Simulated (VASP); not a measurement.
# CuMoF6 (P1) in VASP: a series of runs

The runs below take CuMoF6 through single point, with LDA.

All numbers are computed with VASP 6.6.1; they aren't measurements. Logs are shortened: lines on timing, memory, paths and dates and some standing lists are left out, and cuts for length are marked.

### 1 The cell of the first run

The typed cell holds 32 atoms: a = 6.988 Å, b = 7.039 Å, c = 6.836 Å, α = 82.49°, β = 87.21°, γ = 82.83°.

### 2 Single point, LDA

Input file INCAR:

```
SYSTEM = CuMoF6
PREC = Accurate ; ENCUT = 520
EDIFF = 1E-6 ; ISMEAR = -1
SIGMA = 0.05 ; LREAL = Auto
LASPH = .TRUE. ; NELM = 60
ALGO = Normal ; ISIF = 2
LWAVE = .FALSE. ; LCHARG = .FALSE.
GGA = CA ; NBANDS = 156
```

Input file KPOINTS:

```
Automatic mesh
0
G
  1 1 1
  0 0 0
```

Input file POSCAR:

```
CuMoF6
1.0
   -4.6187750000     -2.9025540000      4.3672020000
    4.6555280000     -2.6771880000      4.5511240000
    0.2135500000      5.3169080000      4.2919080000
Cu Mo F
4 4 24
Direct
    0.0417755490     -0.0079516228     -0.0272963539
    0.5252444415      0.5348164181     -0.0012498897
    0.5550994193      0.0059234240      0.4762475032
   -0.0111010716      0.5350516976      0.4555302677
    0.5073155452      0.5240800586      0.4762677121
    0.0616302228      0.0359641308      0.4777528197
    0.0303467195      0.4950023252     -0.0142004945
    0.5447977300      0.0193226720     -0.0143250070
    0.4254787695      0.6136742023      0.7066882321
    0.5993389176      0.4174790238      0.2506500781
    0.2475151156      0.5827745533      0.4354641889
    0.7778195572      0.4429767860      0.6030564010
    0.6566735463      0.7326394003      0.4284903631
    0.4472334422      0.2646904414      0.5483347258
    0.9873000742      0.1184730452      0.7092592903
    0.0941042210      0.9239891658      0.2373626344
    0.7945284090      0.1118845033      0.3875744063
    0.3166892531      0.9385605166      0.5507920413
    0.1164478396      0.2834030136      0.3650466192
    0.9471651087      0.8262116308      0.5703167590
    0.9451247228      0.5982358889      0.1967431988
    0.0867437752      0.4372088399      0.7385248628
    0.7748446473      0.5634379356      0.9221821612
    0.2844374090      0.4376759063      0.0807303086
    0.1496359777      0.7153171412      0.8988805095
    0.9190769309      0.2819969796      0.0864655457
    0.4406775213      0.0502077151      0.2502781305
    0.6558402019      0.9567031521      0.7240459680
    0.2581925476      0.1054831051      0.9077674308
    0.8113531120      0.9054320600      0.0650581252
    0.6261381513      0.2787716829      0.9167027152
    0.4339150499      0.8106791159      0.0464371896
```

Potentials or basis: VASP PAW LDA potentials, release 64 (Cu, Mo_sv, F).

Started as:

```console
cat potpaw_LDA.64/Cu/POTCAR potpaw_LDA.64/Mo_sv/POTCAR potpaw_LDA.64/F/POTCAR > POTCAR
mpirun -np 1 vasp_gam > vasp.out
```

OUTCAR:

```text
SYSTEM = CuMoF6
   PREC = Accurate
   ENCUT = 520
   EDIFF = 1E-6
   ISMEAR = -1
   LREAL = Auto
   LASPH = .TRUE.
   NELM = 60
   ISIF = 2
   GGA = CA

 ion  position               nearest neighbor table
   1  0.042  0.992  0.973-  29 1.81  30 1.85  16 1.85  15 1.93  25 2.11  26 2.33
   2  0.525  0.535  0.999-  23 1.82  10 1.88  24 1.93  31 1.99  32 2.03   9 2.13
   3  0.555  0.006  0.476-  27 1.75  18 1.82  28 1.84  17 1.95  14 2.00  13 2.03
   4  0.989  0.535  0.456-  21 1.80  11 1.87  12 1.88  19 2.04  22 2.09  20 2.27
   5  0.507  0.524  0.476-   9 1.81  11 1.84  10 1.86  13 1.89  14 1.92  12 2.10
   6  0.062  0.036  0.478-  15 1.79  20 1.79  19 1.89  18 1.89  16 1.91  17 1.98
   7  0.030  0.495  0.986-  21 1.74  22 1.80  26 1.82  23 1.85  25 1.87  24 1.90
   8  0.545  0.019  0.986-  32 1.74  27 1.95  31 1.97  28 2.00  30 2.00  29 2.09
   9  0.425  0.614  0.707-   5 1.81   2 2.13
  10  0.599  0.417  0.251-   5 1.86   2 1.88
  11  0.248  0.583  0.435-   5 1.84   4 1.87
  12  0.778  0.443  0.603-   4 1.88   5 2.10
  13  0.657  0.733  0.428-   5 1.89   3 2.03
  14  0.447  0.265  0.548-   5 1.92   3 2.00
[... 16 lines left out ...]
  31  0.626  0.279  0.917-   8 1.97   2 1.99
  32  0.434  0.811  0.046-   8 1.74   2 2.03

  LATTYP: Found a triclinic cell.
 ALAT       =     6.8363432157
 B/A-ratio  =     1.3382864243
 C/A-ratio  =     1.7355214204
 COS(alpha) =     0.0092163650
 COS(beta)  =     0.6251184575
 COS(gamma) =     0.6466123109

  Lattice vectors:

 A1 = (  -0.2135500000,  -5.3169080000,  -4.2919080000)
 A2 = (   4.4419780000,  -7.9940960000,   0.2592160000)
 A3 = (  -9.4878530000,  -5.5422740000,  -4.4758300000)

Analysis of symmetry for initial positions (statically):
=====================================================================
 Subroutine PRICEL returns:
 Original cell was already a primitive cell.

 Routine SETGRP: Setting up the symmetry group for a
 triclinic supercell.

 Subroutine GETGRP returns: Found  1 space group operations
 (whereof  1 operations were pure point group operations)
 out of a pool of  2 trial point group operations.

The static configuration has the point symmetry C_1 .

Analysis of symmetry for dynamics (positions and initial velocities):
=====================================================================
 Subroutine PRICEL returns:
 Original cell was already a primitive cell.

 Routine SETGRP: Setting up the symmetry group for a
 triclinic supercell.

 Subroutine GETGRP returns: Found  1 space group operations
 (whereof  1 operations were pure point group operations)
 out of a pool of  2 trial point group operations.

The dynamic configuration has the point symmetry C_1 .

 Subroutine INISYM returns: Found  1 space group operations
 (whereof  1 operations are pure point group operations),
 and found     1 'primitive' translations

----------------------------------------------------------------------------------------

                                     Primitive cell

  volume of cell :     330.6090

  direct lattice vectors                    reciprocal lattice vectors
    -4.618775000 -2.902554000  4.367202000    -0.107946708 -0.057497545  0.076600239
     4.655528000 -2.677188000  4.551124000     0.107914506 -0.062781031  0.072405052
     0.213550000  5.316908000  4.291908000    -0.004591715  0.125079021  0.078274491

  length of vectors
     6.987872032  7.039460648  6.836343216     0.144312356  0.144324253  0.147623647

  position of ions in fractional coordinates (direct lattice)
     0.041775549  0.992048377  0.972703646
     0.525244441  0.534816418  0.998750110
     0.555099419  0.005923424  0.476247503
     0.988898928  0.535051698  0.455530268
     0.507315545  0.524080059  0.476267712
     0.061630223  0.035964131  0.477752820
[... 24 lines left out ...]
     0.626138151  0.278771683  0.916702715
     0.433915050  0.810679116  0.046437190

  ion indices of the primitive-cell ions
   primitive index   ion index
                 1           1
                 2           2
                 3           3
                 4           4
                 5           5
                 6           6
[... 24 lines left out ...]
                31          31
                32          32

----------------------------------------------------------------------------------------

 KPOINTS: Automatic mesh

Automatic generation of k-mesh.
 Grid dimensions read from file:
 generate k-points for:    1    1    1

 Generating k-lattice:

  Cartesian coordinates                     Fractional coordinates (reciprocal lattice)
    -0.107946708 -0.057497545  0.076600239     1.000000000  0.000000000 -0.000000000
     0.107914506 -0.062781031  0.072405052     0.000000000  1.000000000  0.000000000
    -0.004591715  0.125079021  0.078274491     0.000000000  0.000000000  1.000000000

  Length of vectors
     0.144312356  0.144324253  0.147623647

  Shift w.r.t. Gamma in fractional coordinates (k-lattice)
     0.000000000  0.000000000  0.000000000

 Subroutine IBZKPT returns following result:
 ===========================================

 Found      1 irreducible k-points:

 Following reciprocal coordinates:
            Coordinates               Weight
  0.000000  0.000000  0.000000      1.000000
   k-points           NKPTS =      1   k-points in BZ     NKDIM =      1   number of bands    NBANDS=    156
   number of dos      NEDOS =    301   number of ions     NIONS =     32
   total plane-waves  NPLWV = 157464
   dimension x,y,z NGX =    54 NGY =   54 NGZ =   54
   dimension x,y,z NGXF=   108 NGYF=  108 NGZF=  108
   ions per type =               4   4  24
   NGX,Y,Z   is equivalent  to a cutoff of  12.85, 12.75, 13.13 a.u.
   NGXF,Y,Z  is equivalent  to a cutoff of  25.69, 25.51, 26.26 a.u.
 SYSTEM =  CuMoF6
   PREC   = accura    normal or accurate (medium, high low for compatibility)
   ISTART =      0    job   : 0-new  1-cont  2-samecut
   ICHARG =      2    charge: 1-file 2-atom 10-const
   ISPIN  =      1    spin polarized calculation?
   LNONCOLLINEAR =      F non collinear calculations
   LSORBIT =      F    spin-orbit coupling
   LASPH  =      T    aspherical Exc in radial PAW
   ENCUT  =  520.0 eV  38.22 Ry    6.18 a.u.  12.99 13.09 12.71*2*pi/ulx,y,z
   NELM   =     60;   NELMIN=  2; NELMDL= -5     # of ELM steps
   EDIFF  = 0.1E-05   stopping-criterion for ELM
   LREAL  =      T    real-space projection
   EDIFFG = 0.1E-04   stopping-criterion for IOM
   NSW    =      0    number of steps for IOM
[... 5 lines left out ...]
   TEBEG  =    0.0;   TEEND  =   0.0 temperature during run
   PSTRESS=    0.0 pullay stress
   NELECT =     268.0000    total number of electrons
   NUPDOWN=      -1.0000    fix difference up-down
   EMIN   =  10.00;   EMAX   =-10.00  energy-range for DOS
   EFERMI =   0.00;   METHOD = LEGACY
   ISMEAR =    -1;   SIGMA  =   0.05  broadening in eV -4-tet -1-fermi 0-gaus
   EFERMI_NEDOS =   21; number of points for ismear=-14 and -15
   IALGO  =     38    algorithm
   IMIX   =      4    mixing-type and parameters
     AMIX     =   0.40;   BMIX     =  1.00
     AMIX_MAG =   1.60;   BMIX_MAG =  1.00
  volume/ion in A,a.u.               =      10.33        69.72
  Fermi-wavevector in a.u.,A,eV,Ry     =   1.526446  2.884565 31.702097  2.330038
  Thomas-Fermi vector in A             =   2.634479
   LORBIT       =      0    0 simple, 1 ext, 2 COOP (PROOUT), +10 PAW based schemes
   GGA     = CA    functional components
   LHFCALC =     F    Hartree Fock is set to
   AEXX    =    0.0000 exact exchange contribution
   IVDW    =     0    specifies the selected vdW correction
   LEPSILON=     F    determine dielectric tensor
   LRPA    =     F    only Hartree local field effects (RPA)
 non-spin polarized calculation
  energy-cutoff  :      520.00
  volume of cell :      330.61
 maximum number of plane-waves:      4449
 NGX is ok and might be reduce to    50
   NGX = 25   NGY = 27   NGZ = 25

 number of electron     268.0000005 magnetization

 Free energy of the ion-electron system (eV)
  ---------------------------------------------------
  ext. energy  EPLUGINS =         0.00000000
  ---------------------------------------------------
  free energy    TOTEN  =      -186.09536373 eV

  energy without entropy =     -185.91195090  energy(sigma->0) =     -186.00365732

 E-fermi :   4.9425     XC(G=0): -11.7011

 val. band max:        4.8809797287   @ k =   0.0000   0.0000   0.0000
 cond. band min:       4.9688991303   @ k =   0.0000   0.0000   0.0000
 fundamental gap:      0.0879194016
 Fermi energy:         4.9424670577

 k-point     1 :       0.0000    0.0000    0.0000
  band No.  band energies     occupation
      1     -58.6477      2.00000
      2     -58.4224      2.00000
      3     -58.2464      2.00000
      4     -57.8368      2.00000
      5     -33.7622      2.00000
      6     -33.3569      2.00000
[... 138 lines left out ...]
    145       7.7678      0.00000
    146       8.0255      0.00000
 [bands above 146 left out]

------------------------ aborting loop because EDIFF is reached ----------------------------------------

  FORCE on cell =-STRESS in cart. coord.  units (eV):
  Direction    XX          YY          ZZ          XY          YZ          ZX
  --------------------------------------------------------------------------------------
  -------------------------------------------------------------------------------------
  Total       24.4891255     45.9294667     40.0333521     -0.6140586      2.9140003      6.1846872
  in kB      118.6777216    222.5806081    194.0072138     -2.9758138     14.1216521     29.9718578
  external PRESSURE =     178.4218478 kB  Pullay stress =       0.0000000 kB

 VOLUME and BASIS-vectors are now :
 -----------------------------------------------------------------------------
  energy-cutoff  :      520.00
  volume of cell :      330.61
      direct lattice vectors                 reciprocal lattice vectors
    -4.618775000 -2.902554000  4.367202000    -0.107946708 -0.057497545  0.076600239
     4.655528000 -2.677188000  4.551124000     0.107914506 -0.062781031  0.072405052
     0.213550000  5.316908000  4.291908000    -0.004591715  0.125079021  0.078274491

 POSITION                                       TOTAL-FORCE (eV/Angst)
 -----------------------------------------------------------------------------------
      4.63328      2.39462      8.87213         0.632608      0.319590     -0.397870
      0.27715      2.35391      9.01441         0.533937     -0.193712     -1.803535
     -2.43460      0.90510      4.49520        -1.637324     -0.330578      2.559619
     -1.97927     -1.88075      8.70890         0.175412      1.998437      1.775219
      0.19840     -0.34330      6.64480        -4.514685      1.772306      1.423529
     -0.01520      2.26500      2.48330         1.282118     -3.264416     -2.329325
[... 24 lines left out ...]
     -1.39840      2.31030      7.93760        -0.666121      1.141763     -1.666484
      1.77990     -3.18290      5.78380        -2.628905      3.310890     -3.169196
 -----------------------------------------------------------------------------------
    total drift:                               -0.008321      0.002359      0.001816

  FREE ENERGIE OF THE ION-ELECTRON SYSTEM (eV)
  ---------------------------------------------------
  free  energy   TOTEN  =      -186.0953637334 eV

  energy  without entropy=     -185.9119509018  energy(sigma->0) =     -186.00365732
```

Run time: 3.9 min. Hardware: 1 thread of Intel Xeon 6975P-C, shared host; peak memory 0.3 GiB.

Results:

```
Free energy            : -186.0954 eV
Pressure               : 17.8 GPa
Largest force          : 5.677 eV/Å
Band gap on the k mesh : 0.09 eV
```

Forces on the atoms (eV/Å):
```
Cu   0.633  0.320 -0.398
Cu   0.534 -0.194 -1.804
Cu  -1.637 -0.331  2.560
Cu   0.175  1.998  1.775
Mo  -4.515  1.772  1.424
Mo   1.282 -3.264 -2.329
Mo  -1.965 -2.327 -0.973
Mo   2.320 -4.330  2.846
F    0.250  1.551  2.011
F   -0.348 -0.607  0.220
F    1.547 -1.717 -0.632
F    1.087  0.129 -2.182
F    1.128 -1.038 -0.605
F    0.996  0.277  0.539
F    1.115  1.680  1.416
F   -1.216  0.516  0.933
F   -0.610 -0.179  0.861
F    0.737  2.064 -0.818
F   -0.371  0.254  0.317
F   -1.910  2.060 -1.665
F    2.445  2.168  2.471
F   -1.248 -1.204 -1.177
F    1.901 -2.035  0.192
F   -0.714  0.251 -0.081
F    1.520 -0.927  0.572
F   -1.838  0.862 -1.234
F    0.991 -2.508 -1.105
F    0.537  1.626  0.855
F   -1.306 -1.534  2.093
F    1.775  0.213 -1.244
F   -0.666  1.142 -1.666
F   -2.629  3.311 -3.169
```

Caveat: the k points lie up to 0.93 Å⁻¹ apart; forces of over 1 eV/Å act on the atoms, so gaps and moduli don't describe the material at rest. A k mesh can miss the band edges.

(Continued in part 2 of 2.)
